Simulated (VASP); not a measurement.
# GaP (F-43m) in VASP: a series of runs

Aim: see how the results for GaP move with the level of theory and the settings. Levels: PBE, LDA. Tasks: single point.

Program: VASP 6.6.1. These are calculated values, not measurements. Logs are shortened: lines on timing, memory, paths and dates and some standing lists are left out, and cuts for length are marked.

## (1) The cell of the first run

The structure is cubic, space group F-43m (No. 216). Conventional cell: a = 5.451 Å, b = 5.451 Å, c = 5.451 Å, α = 90.00°, β = 90.00°, γ = 90.00°. Ga (site symmetry -43m) has 4 P at 2.36 Å within 3.1 Å. Within 3.1 Å of P (site symmetry -43m) lie 4 Ga at 2.36 Å.

## (2) Single point, PBE

INCAR reads:

```
ALGO     = Normal         # electronic algorithm
EDIFF    = 1E-7           # SCF threshold, eV
ENCUT    = 520            # plane-wave cutoff, eV
GGA      = PE             # functional
ISIF     = 2              # what is computed and relaxed
ISMEAR   = 0              # smearing method
LASPH    = True           # aspherical terms in the spheres
LCHARG   = False          # write CHGCAR
LREAL    = False          # projectors in reciprocal space
LWAVE    = False          # write WAVECAR
NBANDS   = 16             # bands
NELM     = 80             # most SCF steps
PREC     = Accurate       # precision mode
SIGMA    = 0.01           # smearing width, eV
```

KPOINTS reads:

```
k-points
0
Gamma
  4 4 4
```

POSCAR reads:

```
GaP
1.0
    0.0000000000      2.7253992947      2.7253992947
    2.7253992947      0.0000000000      2.7253992947
    2.7253992947      2.7253992947      0.0000000000
Ga P
1 1
Direct
    0.0000000000      0.0000000000      0.0000000000
    0.2500000000      0.2500000000      0.2500000000
```

Potentials or basis: VASP PAW PBE potentials, release 64 (Ga_d, P).

On the command line:

```console
$ cat potpaw_PBE.64/Ga_d/POTCAR potpaw_PBE.64/P/POTCAR > POTCAR
$ mpirun -np 1 vasp_std > vasp.out
```

OUTCAR:

```text
EDIFF = 1E-7
   ENCUT = 520
   GGA = PE
   ISIF = 2
   ISMEAR = 0
   LASPH = True
   LREAL = False
   NELM = 80
   PREC = Accurate

 ion  position               nearest neighbor table
   1  0.000  0.000  0.000-   2 2.36   2 2.36   2 2.36   2 2.36
   2  0.250  0.250  0.250-   1 2.36   1 2.36   1 2.36   1 2.36

  LATTYP: Found a face centered cubic cell.
 ALAT       =     5.4507985894

  Lattice vectors:

 A1 = (   0.0000000000,   2.7253992947,   2.7253992947)
 A2 = (   2.7253992947,   0.0000000000,   2.7253992947)
 A3 = (   2.7253992947,   2.7253992947,   0.0000000000)

Analysis of symmetry for initial positions (statically):
=====================================================================
 Subroutine PRICEL returns:
 Original cell was already a primitive cell.

 Routine SETGRP: Setting up the symmetry group for a
 face centered cubic supercell.

 Subroutine GETGRP returns: Found 24 space group operations
 (whereof 24 operations were pure point group operations)
 out of a pool of 48 trial point group operations.

The static configuration has the point symmetry T_d .

Analysis of symmetry for dynamics (positions and initial velocities):
=====================================================================
 Subroutine PRICEL returns:
 Original cell was already a primitive cell.

 Routine SETGRP: Setting up the symmetry group for a
 face centered cubic supercell.

 Subroutine GETGRP returns: Found 24 space group operations
 (whereof 24 operations were pure point group operations)
 out of a pool of 48 trial point group operations.

The dynamic configuration has the point symmetry T_d .

 Subroutine INISYM returns: Found 24 space group operations
 (whereof 24 operations are pure point group operations),
 and found     1 'primitive' translations

----------------------------------------------------------------------------------------

                                     Primitive cell

  volume of cell :      40.4874

  direct lattice vectors                    reciprocal lattice vectors
     0.000000000  2.725399295  2.725399295    -0.183459356  0.183459356  0.183459356
     2.725399295  0.000000000  2.725399295     0.183459356 -0.183459356  0.183459356
     2.725399295  2.725399295  0.000000000     0.183459356  0.183459356 -0.183459356

  length of vectors
     3.854296645  3.854296645  3.854296645     0.317760926  0.317760926  0.317760926

  position of ions in fractional coordinates (direct lattice)
     0.000000000  0.000000000  0.000000000
     0.250000000  0.250000000  0.250000000

  ion indices of the primitive-cell ions
   primitive index   ion index
                 1           1
                 2           2

----------------------------------------------------------------------------------------

 KPOINTS: k-points

Automatic generation of k-mesh.
 Grid dimensions read from file:
 generate k-points for:    4    4    4

 Generating k-lattice:

  Cartesian coordinates                     Fractional coordinates (reciprocal lattice)
    -0.045864839  0.045864839  0.045864839     0.250000000  0.000000000  0.000000000
     0.045864839 -0.045864839  0.045864839     0.000000000  0.250000000  0.000000000
     0.045864839  0.045864839 -0.045864839     0.000000000  0.000000000  0.250000000

  Length of vectors
     0.079440232  0.079440232  0.079440232

  Shift w.r.t. Gamma in fractional coordinates (k-lattice)
     0.000000000  0.000000000  0.000000000

 Subroutine IBZKPT returns following result:
 ===========================================

 Found      8 irreducible k-points:

 Following reciprocal coordinates:
            Coordinates               Weight
  0.000000  0.000000  0.000000      1.000000
  0.250000  0.000000  0.000000      8.000000
  0.500000  0.000000  0.000000      4.000000
  0.250000  0.250000  0.000000      6.000000
  0.500000  0.250000  0.000000     24.000000
 -0.250000  0.250000  0.000000     12.000000
  0.500000  0.500000  0.000000      3.000000
 -0.250000  0.500000  0.250000      6.000000
   k-points           NKPTS =      8   k-points in BZ     NKDIM =      8   number of bands    NBANDS=     16
   number of dos      NEDOS =    301   number of ions     NIONS =      2
   total plane-waves  NPLWV =  27000
   dimension x,y,z NGX =    30 NGY =   30 NGZ =   30
   dimension x,y,z NGXF=    60 NGYF=   60 NGZF=   60
   ions per type =               1   1
   NGX,Y,Z   is equivalent  to a cutoff of  12.94, 12.94, 12.94 a.u.
   NGXF,Y,Z  is equivalent  to a cutoff of  25.88, 25.88, 25.88 a.u.
 SYSTEM =  unknown system
   PREC   = accura    normal or accurate (medium, high low for compatibility)
   ISTART =      0    job   : 0-new  1-cont  2-samecut
   ICHARG =      2    charge: 1-file 2-atom 10-const
   ISPIN  =      1    spin polarized calculation?
   LNONCOLLINEAR =      F non collinear calculations
   LSORBIT =      F    spin-orbit coupling
   LASPH  =      T    aspherical Exc in radial PAW
   ENCUT  =  520.0 eV  38.22 Ry    6.18 a.u.   7.17  7.17  7.17*2*pi/ulx,y,z
   NELM   =     80;   NELMIN=  2; NELMDL= -5     # of ELM steps
   EDIFF  = 0.1E-06   stopping-criterion for ELM
   LREAL  =      F    real-space projection
   EDIFFG = 0.1E-05   stopping-criterion for IOM
   NSW    =      0    number of steps for IOM
   IBRION =     -1    ionic relax: 0-MD 1-quasi-New 2-CG
   NFREE  =      0    steps in history (QN), initial steepest desc. (CG)
   ISIF   =      2    stress and relaxation
   ISYM   =      2    0-nonsym 1-usesym 2-fastsym
   POTIM  = 0.5000    time-step for ionic-motion
   TEBEG  =    0.0;   TEEND  =   0.0 temperature during run
   PSTRESS=    0.0 pullay stress
   NELECT =      18.0000    total number of electrons
   NUPDOWN=      -1.0000    fix difference up-down
   EMIN   =  10.00;   EMAX   =-10.00  energy-range for DOS
   EFERMI =   0.00;   METHOD = LEGACY
   ISMEAR =     0;   SIGMA  =   0.01  broadening in eV -4-tet -1-fermi 0-gaus
   EFERMI_NEDOS =   21; number of points for ismear=-14 and -15
   IALGO  =     38    algorithm
   IMIX   =      4    mixing-type and parameters
     AMIX     =   0.40;   BMIX     =  1.00
     AMIX_MAG =   1.60;   BMIX_MAG =  1.00
  volume/ion in A,a.u.               =      20.24       136.61
  Fermi-wavevector in a.u.,A,eV,Ry     =   1.249469  2.361154 21.241049  1.561173
  Thomas-Fermi vector in A             =   2.383508
   LORBIT       =      0    0 simple, 1 ext, 2 COOP (PROOUT), +10 PAW based schemes
   GGA     = PE    functional components
   LHFCALC =     F    Hartree Fock is set to
   AEXX    =    0.0000 exact exchange contribution
   IVDW    =     0    specifies the selected vdW correction
   LEPSILON=     F    determine dielectric tensor
   LRPA    =     F    only Hartree local field effects (RPA)
 non-spin polarized calculation
 Gauss-broadening in eV      SIGMA  =   0.01
  energy-cutoff  :      520.00
  volume of cell :       40.49
 maximum number of plane-waves:      1106
 NGX is ok and might be reduce to    30
   NGX = 15   NGY = 15   NGZ = 15

 number of electron      17.9999989 magnetization

 Free energy of the ion-electron system (eV)
  ---------------------------------------------------
  ext. energy  EPLUGINS =         0.00000000
  ---------------------------------------------------
  free energy    TOTEN  =        -8.97619883 eV

  energy without entropy =       -8.97619883  energy(sigma->0) =       -8.97619883

 E-fermi :   4.7466     XC(G=0):  -9.8097

 val. band max:        4.6973657497   @ k =   0.0000   0.0000   0.0000
 cond. band min:       6.3264234319   @ k =   0.5000   0.5000   0.0000
 fundamental gap:      1.6290576822
 Fermi energy:         4.7465928551

 k-point     1 :       0.0000    0.0000    0.0000
  band No.  band energies     occupation
      1      -9.9007      2.00000
      2      -9.9007      2.00000
      3      -9.9007      2.00000
      4      -9.8025      2.00000
      5      -9.8025      2.00000
      6      -7.8016      2.00000
      7       4.6974      2.00000
      8       4.6974      2.00000
      9       4.6974      2.00000
     10       6.5131      0.00000
     11       8.5558      0.00000
     12       8.5558      0.00000
     13       8.5558      0.00000
     14      13.4893      0.00000
     15      14.4600      0.00000
     16      14.4600      0.00000

 k-point     2 :       0.2500    0.0000    0.0000
  band No.  band energies     occupation
      1      -9.9434      2.00000
      2      -9.8861      2.00000
      3      -9.8861      2.00000
      4      -9.8012      2.00000
      5      -9.8012      2.00000
      6      -7.0253      2.00000
      7       0.8102      2.00000
      8       4.0308      2.00000
      9       4.0308      2.00000
     10       6.8347      0.00000
     11       9.4155      0.00000
     12       9.4155      0.00000
     13      11.0436      0.00000
     14      13.6543      0.00000
     15      13.6543      0.00000
     16      14.6061      0.00000

 k-point     3 :       0.5000    0.0000    0.0000
  band No.  band energies     occupation
      1      -9.9803      2.00000
      2      -9.8762      2.00000
      3      -9.8762      2.00000
      4      -9.7950      2.00000
      5      -9.7950      2.00000
      6      -5.7308      2.00000
      7      -1.9539      2.00000
      8       3.5739      2.00000
      9       3.5739      2.00000
     10       6.3510      0.00000
     11       9.3901      0.00000
     12       9.3901      0.00000
     13      12.9688      0.00000
     14      15.5877      0.00000
     15      16.3666      0.00000
     16      16.3666      0.00000

 k-point     4 :       0.2500    0.2500    0.0000
  band No.  band energies     occupation
      1      -9.9665      2.00000
      2      -9.8691      2.00000
      3      -9.8691      2.00000
      4      -9.8185      2.00000
      5      -9.7916      2.00000
      6      -6.7635      2.00000
      7       1.0144      2.00000
      8       3.0062      2.00000
      9       3.0062      2.00000
     10       6.8542      0.00000
     11       8.4030      0.00000
     12      11.4314      0.00000
     13      11.4314      0.00000
     14      12.4936      0.00000
     15      15.4121      0.00000
     16      17.3824      0.00000

 k-point     5 :       0.5000    0.2500    0.0000
  band No.  band energies     occupation
      1      -9.9917      2.00000
      2      -9.8622      2.00000
      3      -9.8544      2.00000
      4      -9.8170      2.00000
      5      -9.7898      2.00000
      6      -5.4076      2.00000
      7      -1.4496      2.00000
      8       1.4509      2.00000
      9       2.6566      2.00000
     10       7.1365      0.00000
     11       9.6128      0.00000
     12      11.2772      0.00000
     13      11.7462      0.00000
     14      15.5377      0.00000
     15      16.4614      0.00000
     16      17.8954      0.00000

 k-point     6 :      -0.2500    0.2500    0.0000
  band No.  band energies     occupation
      1      -9.9750      2.00000
      2      -9.8720      2.00000
      3      -9.8673      2.00000
      4      -9.8038      2.00000
      5      -9.8006      2.00000
      6      -5.9191      2.00000
      7      -0.7255      2.00000
      8       1.2897      2.00000
      9       3.4889      2.00000
     10       7.8443      0.00000
     11      10.3882      0.00000
     12      10.5223      0.00000
     13      10.9785      0.00000
     14      12.9970      0.00000
     15      15.7616      0.00000
     16      18.0144      0.00000

 k-point     7 :       0.5000    0.5000    0.0000
  band No.  band energies     occupation
      1     -10.0162      2.00000
      2      -9.8380      2.00000
      3      -9.8358      2.00000
      4      -9.8358      2.00000
      5      -9.7808      2.00000
      6      -4.8249      2.00000
      7      -2.0800      2.00000
      8       2.0037      2.00000
      9       2.0037      2.00000
     10       6.3264      0.00000
     11       6.4987      0.00000
     12      15.2752      0.00000
     13      15.2752      0.00000
     14      15.8993      0.00000
     15      17.0787      0.00000
     16      17.6849      0.00000

 k-point     8 :      -0.2500    0.5000    0.2500
  band No.  band energies     occupation
      1      -9.9968      2.00000
      2      -9.8626      2.00000
      3      -9.8414      2.00000
      4      -9.8175      2.00000
      5      -9.7937      2.00000
      6      -4.7322      2.00000
      7      -1.8744      2.00000
      8       1.1106      2.00000
      9       1.2624      2.00000
     10       9.3914      0.00000
     11       9.5487      0.00000
     12      10.7785      0.00000
     13      10.8392      0.00000
     14      16.2906      0.00000
     15      16.5809      0.00000
     16      18.4148      0.00000

------------------------ aborting loop because EDIFF is reached ----------------------------------------

  FORCE on cell =-STRESS in cart. coord.  units (eV):
  Direction    XX          YY          ZZ          XY          YZ          ZX
  --------------------------------------------------------------------------------------
  -------------------------------------------------------------------------------------
  Total        0.7292554      0.7292554      0.7292554     -0.0000000     -0.0000000     -0.0000000
  in kB       28.8582400     28.8582400     28.8582400     -0.0000000     -0.0000000     -0.0000000
  external PRESSURE =      28.8582400 kB  Pullay stress =       0.0000000 kB

 VOLUME and BASIS-vectors are now :
 -----------------------------------------------------------------------------
  energy-cutoff  :      520.00
  volume of cell :       40.49
      direct lattice vectors                 reciprocal lattice vectors
     0.000000000  2.725399295  2.725399295    -0.183459356  0.183459356  0.183459356
     2.725399295  0.000000000  2.725399295     0.183459356 -0.183459356  0.183459356
     2.725399295  2.725399295  0.000000000     0.183459356  0.183459356 -0.183459356

 POSITION                                       TOTAL-FORCE (eV/Angst)
 -----------------------------------------------------------------------------------
      0.00000      0.00000      0.00000         0.000000      0.000000      0.000000
      1.36270      1.36270      1.36270        -0.000000     -0.000000     -0.000000
 -----------------------------------------------------------------------------------
    total drift:                                0.000002      0.000002      0.000002

  FREE ENERGIE OF THE ION-ELECTRON SYSTEM (eV)
  ---------------------------------------------------
  free  energy   TOTEN  =        -8.9761988323 eV

  energy  without entropy=       -8.9761988323  energy(sigma->0) =       -8.97619883
```

Run time: 8.1 s. Hardware: 1 thread of Intel Xeon Platinum 8375C at 2.90GHz (Ice Lake), shared host; peak memory 0.16 GiB.

What came out:

```
Free energy            : -8.9762 eV
Pressure               : 2.9 GPa
Band gap on the k mesh : 1.63 eV, indirect (least direct gap 1.82 eV)
```

Caveat: the k points lie up to 0.50 Å⁻¹ apart. Expect the measured gap to be larger: semilocal functionals such as PBE lack the derivative discontinuity.

## (3) Single point, PBE

INCAR reads:

```
SYSTEM = GaP
PREC = Accurate
ENCUT = 520
EDIFF = 1E-6
ISMEAR = 0
SIGMA = 0.01
LREAL = .False.
LASPH = .True.
NELM = 60
ALGO = Normal
ISIF = 2
LWAVE = .False.
LCHARG = .True.
GGA = PE
LELF = .True.
LVHAR = .True.
NBANDS = 16
```

KPOINTS reads:

```
Automatic mesh
0
Gamma
  4 4 4
  0 0 0
```

POSCAR is that of step 2.

Potentials or basis: VASP PAW PBE potentials, release 64 (Ga_d, P).

On the command line:

```console
$ cat potpaw_PBE.64/Ga_d/POTCAR potpaw_PBE.64/P/POTCAR > POTCAR
$ mpirun -np 1 vasp_std > vasp.out
```

OUTCAR:

```text
SYSTEM = GaP
   PREC = Accurate
   ENCUT = 520
   EDIFF = 1E-6
   ISMEAR = 0
   LREAL = .False.
   LASPH = .True.
   NELM = 60
   ISIF = 2
   GGA = PE

 ion  position               nearest neighbor table
   1  0.000  0.000  0.000-   2 2.36   2 2.36   2 2.36   2 2.36
   2  0.250  0.250  0.250-   1 2.36   1 2.36   1 2.36   1 2.36

  LATTYP: Found a face centered cubic cell.
 ALAT       =     5.4507985894

  Lattice vectors:

 A1 = (   0.0000000000,   2.7253992947,   2.7253992947)
[... 319 lines left out ...]

------------------------ aborting loop because EDIFF is reached ----------------------------------------

  FORCE on cell =-STRESS in cart. coord.  units (eV):
  Direction    XX          YY          ZZ          XY          YZ          ZX
  --------------------------------------------------------------------------------------
  -------------------------------------------------------------------------------------
  Total        0.7164553      0.7164553      0.7164553     -0.0000000      0.0000000      0.0000000
  in kB       28.3517109     28.3517109     28.3517109     -0.0000000      0.0000000      0.0000000
  external PRESSURE =      28.3517109 kB  Pullay stress =       0.0000000 kB

 VOLUME and BASIS-vectors are now :
 -----------------------------------------------------------------------------
  energy-cutoff  :      520.00
  volume of cell :       40.49
      direct lattice vectors                 reciprocal lattice vectors
     0.000000000  2.725399295  2.725399295    -0.183459356  0.183459356  0.183459356
     2.725399295  0.000000000  2.725399295     0.183459356 -0.183459356  0.183459356
     2.725399295  2.725399295  0.000000000     0.183459356  0.183459356 -0.183459356

 POSITION                                       TOTAL-FORCE (eV/Angst)
 -----------------------------------------------------------------------------------
      0.00000      0.00000      0.00000        -0.000000     -0.000000     -0.000000
      1.36270      1.36270      1.36270         0.000000      0.000000      0.000000
 -----------------------------------------------------------------------------------
    total drift:                                0.000002      0.000002      0.000002

  FREE ENERGIE OF THE ION-ELECTRON SYSTEM (eV)
  ---------------------------------------------------
  free  energy   TOTEN  =        -8.9761984162 eV

  energy  without entropy=       -8.9761984162  energy(sigma->0) =       -8.97619842
```

stdout:

```text
POSCAR found type information on POSCAR GaP
 POSCAR found :  2 types and       2 ions
 scaLAPACK will be used
 LDA part: xc-table for (Slater+PW92), standard interpolation
 POSCAR, INCAR and KPOINTS ok, starting setup
 FFT: planning ... GRIDC
 FFT: planning ... GRID_SOFT
 FFT: planning ... GRID
 WAVECAR not read
 entering main loop
```

Run time: 8.3 s. Hardware: 1 thread of Intel Xeon Platinum 8375C at 2.90GHz (Ice Lake), shared host; peak memory 0.16 GiB.

What came out:

```yaml
Free_energy: -8.9762 eV
Pressure: 2.8 GPa
Band_gap_on_the_k_mesh: 1.63 eV, indirect (least direct gap 1.82 eV)
```

Caveat: the k points lie up to 0.50 Å⁻¹ apart.

## (4) Single point, LDA

INCAR reads:

```
PREC = Accurate
ENCUT = 520
EDIFF = 1E-6
ISMEAR = 0
SIGMA = 0.01
LREAL = F
LASPH = T
NELM = 100
ALGO = Normal
ISIF = 2
LWAVE = F
LCHARG = F
NBANDS = 16
```

KPOINTS reads:

```
regular mesh
0
Gamma
  8 8 8
```

POSCAR is that of step 3.

Potentials or basis: VASP PAW LDA potentials, release 64 (Ga_d, P).

On the command line:

```console
$ cat potpaw_LDA.64/Ga_d/POTCAR potpaw_LDA.64/P/POTCAR > POTCAR
$ mpirun -np 1 vasp_std > vasp.out
```

Run time: 17 s. Hardware: 1 thread of Intel Xeon Platinum 8375C at 2.90GHz (Ice Lake), shared host; peak memory 0.15 GiB.

It converged, with:

```yaml
Free_energy: -10.4401 eV
Pressure: -2.7 GPa
Band_gap_on_the_k_mesh: 1.49 eV, indirect (least direct gap 1.64 eV)
```

Levels at points of the mesh, in eV from the valence-band top:
| k point | band 6 | band 7 | band 8 | band 9 | band 10 | band 11 | band 12 | band 13 |
| --- | --- | --- | --- | --- | --- | --- | --- | --- |
| (0.00, 0.00, 0.00) | -12.51 | 0.00 | 0.00 | 0.00 | 1.64 | 3.79 | 3.79 | 3.79 |
| (0.50, 0.00, 0.00) | -10.42 | -6.71 | -1.13 | -1.13 | 1.51 | 4.63 | 4.63 | 8.05 |
| (0.50, 0.50, 0.00) | -9.51 | -6.84 | -2.71 | -2.71 | 1.50 | 1.68 | 10.45 | 10.45 |
